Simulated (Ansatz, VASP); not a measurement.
**HfSi in VASP and in Ansatz**

```xyz
2
Lattice="0.0000 2.6272 2.6272 2.6272 0.0000 2.6272 2.6272 2.6272 0.0000" Properties=species:S:1:pos:R:3 pbc="T T T"
Hf    0.0000    0.0000    0.0000
Si    2.6272    2.6272    2.6272
```

Alike in both runs: task single point; functional LDA; k mesh 6 × 6 × 6; occupations gaussian, width 0.05 eV; no spin polarisation.

|  | VASP | Ansatz |
| --- | --- | --- |
| version | VASP 6.6.1 | Ansatz 0.2.0 |
| potentials or method | VASP PAW LDA potentials, release 64 (Hf_pv, Si), cutoff 500 eV | scalar-relativistic, plane waves, PAW |
| valence electrons in the cell | 14 | 30 |

VASP gave:

```
gap on the k mesh at the Fermi level (eV) : none
pressure (GPa)                            : -0.1
```

Task: Estimate Ansatz's values.

Result: gap on the k mesh at the Fermi level (eV): none; pressure (GPa): -0.6.

LDA's correlation is that of Perdew and Zunger in VASP and of Perdew and Wang (1992) in Ansatz. A gap of «none» marks a metal or a gap that the smearing closes. VASP's potentials hold 14 valence electrons a cell and Ansatz's 30, so a difference there can come from the potentials and not from the codes.

Spin-orbit coupling is off throughout.
